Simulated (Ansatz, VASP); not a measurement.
## SnSe in VASP and in Ansatz

Contents of POSCAR:

```
SnSe
1.0
    0.0402700820      3.0123621042      3.0123621042
    3.0123621042      0.0402700820      3.0123621042
    3.0123621042      3.0123621042      0.0402700820
Sn Se
1 1
Direct
    0.0000000000      0.0000000000      0.0000000000
    0.5000000000      0.5000000000      0.5000000000
```

Contents of INCAR.step1:

```
SYSTEM = SnSe
PREC = Accurate
ENCUT = 520
ISMEAR = -1
SIGMA = 0.02
LREAL = .False.
LASPH = .True.
NELM = 150
LNONCOLLINEAR = .True.
MAGMOM = 0 0 0 0 0 0
LSORBIT = .True.
GGA_COMPAT = .False.
NBANDS = 32
GGA = PE
ALGO = Normal
EDIFF = 1E-4
LWAVE = .True.
LCHARG = .False.
```

File INCAR.step2:

```
SYSTEM = SnSe
PREC = Accurate
ENCUT = 520
EDIFF = 1E-6
ISMEAR = -1
SIGMA = 0.02
LREAL = .False.
LASPH = .True.
NELM = 150
ALGO = Normal
ISIF = 2
LWAVE = .False.
LCHARG = .False.
LNONCOLLINEAR = .True.
MAGMOM = 0 0 0 0 0 0
LORBIT = 11
LSORBIT = .True.
GGA_COMPAT = .False.
LORBMOM = .True.
METAGGA = R2SCAN
LMIXTAU = .True.
NBANDS = 32
ISTART = 1
```

The input KPOINTS:

```
regular mesh
0
Gamma
  8 8 8
  0 0 0
```

Input for Ansatz:

```yaml
crystal:
  lattice:
    - [0.040270082, 3.0123621042, 3.0123621042]
    - [3.0123621042, 0.040270082, 3.0123621042]
    - [3.0123621042, 3.0123621042, 0.040270082]
  atoms:
    - { symbol: Sn, position: [0.0, 0.0, 0.0] }
    - { symbol: Se, position: [0.5, 0.5, 0.5] }
kpoints:
  mp_grid: { grid: [8, 8, 8] }
  band_path:
    path:
      - [0.0, 0.0, 0.0]
      - [0.5, 0.0, 0.5]
      - [0.625, 0.25, 0.625]
      - [0.375, 0.375, 0.75]
      - [0.5, 0.5, 0.5]
      - [0.5, 0.25, 0.75]
      - [0.5, 0.475, 0.525]
      - [0.460775, 0.464233, -0.484375]
      - [-0.041016, 0.020182, 0.479818]
    npoints: 1
hamiltonian:
  xc: r2scan
scf:
  occupations: { method: fermi_dirac, width: 0.02 }
  n_extra_bands: 8
magnetization:
  noncollinear: true
  spin_orbit: true
output:
  forces: true
  stress: true
  eigenvalues: true
```

Change from the starting cell: epitaxial_111 strain -1.0%.

Alike in both runs: task single point; functional r2SCAN; k mesh 8 × 8 × 8; occupations fermi-dirac, width 0.02 eV; non-collinear spin, spin-orbit coupling.

|  | VASP | Ansatz |
| --- | --- | --- |
| version | VASP 6.6.1 | Ansatz 0.2.0 |
| potentials or method | VASP PAW PBE potentials, release 64 (Sn_d, Se) | plane waves, PAW |
| plane-wave cutoff (eV) | 520 | 500 |
| valence electrons in the cell | 20 | 30 |

|  | VASP | Ansatz | Ansatz less VASP |
| --- | --- | --- | --- |
| pressure (GPa) | 0.8 | 0.8 | -0.04 |
| traceless stress, the component that is largest in VASP (GPa) | -0.27 | -0.27 | 0.000 |

VASP's potentials were made for PBE, not for r2SCAN. VASP's potentials hold 20 valence electrons a cell and Ansatz's 30, so a difference there can come from the potentials and not from the codes.
